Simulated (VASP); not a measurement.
The system is CrB.

```
Cr B
1.0
     1.46242   -3.91836    0.00000
     1.46242    3.91836    0.00000
     0.00000    0.00000    2.91417
Cr B
2 2
Cartesian
  1.4624 -2.7800 0.7285
  1.4624 2.7800 2.1856
  1.4624 -0.5061 0.7285
  1.4624 0.5061 2.1856
```

| Quantity | Value |
| --- | --- |
| Program | VASP 6.6.1 |
| Task | relaxation of cell and atoms |
| Functional | LDA |
| Potentials or basis | VASP PAW LDA potentials, release 64 (Cr_pv, B) |
| Cutoff | 500 eV |
| k mesh | 16 × 16 × 14 |
| Occupations | gaussian, width 0.1 eV |
| Spin | no spin polarisation |

At the start: pressure -14.9 GPa; volume 8.35 Å³/atom.

Where does the relaxation end?

Over 10 steps the energy falls by 19.1 meV/atom and the volume is 7.95 Å³/atom (-4.7 %); space group Cmcm (No. 63, to 0.1 Å) before and after.

The path:
```csv
step,energy change (eV),largest force (eV/Å),pressure (GPa),volume (Å³)
1,0.0000,0.0621,-14.93,33.40
2,0.0881,0.4857,26.59,29.78
3,-0.0752,0.1351,-0.32,31.87
4,-0.0752,0.1393,-0.01,31.84
5,-0.0765,0.0253,0.07,31.81
6,-0.0765,0.0101,0.06,31.81
7,-0.0766,0.0075,-0.07,31.82
8,-0.0766,0.0074,-0.08,31.82
9,-0.0766,0.0041,0.09,31.81
10,-0.0766,0.0041,0.03,31.81
```

Final structure:
```
Cr B
1.0
     1.43479   -3.86074    0.00000
     1.43479    3.86074    0.00000
     0.00000    0.00000    2.87164
Cr B
2 2
Direct
  0.85421 0.14579 0.25000
  0.14579 0.85421 0.75000
  0.56495 0.43505 0.25000
  0.43505 0.56495 0.75000
```

Caveat: the run has no spin polarisation, though such a crystal can be magnetic.
